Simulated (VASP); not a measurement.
BaTe:

```
Ba Te
1.0
     4.24482    0.00000    0.00000
     0.00000    4.24482    0.00000
     0.00000    0.00000    4.24482
Ba Te
1 1
Cartesian
  0.0000 0.0000 0.0000
  2.1224 2.1224 2.1224
```

Base run:

```yaml
Program: VASP 6.6.1
Functional: r2SCAN
Potentials_or_basis: VASP PAW PBE potentials, release 64 (Ba_sv, Te)
Cutoff: 520 eV
k_mesh: 4 × 4 × 4
Occupations: gaussian, width 0.01 eV
Spin: no spin polarisation
```

Its results: band gap on the k mesh 1.09 eV, indirect (least direct gap 1.37 eV); pressure 0.6 GPa.

Question: The run is repeated on the same cell with these changes: k mesh from 4 × 4 × 4 to 3 × 3 × 3. What comes out?

Answer: Band gap on the k mesh 1.45 eV, direct; pressure 0.8 GPa.

Caveats: some runs use coarse meshes; the PAW data sets were made with another functional, which shifts forces and pressure a little; spin-orbit coupling is left out, which moves the levels of the heavy elements.

A k mesh can miss the band edges.
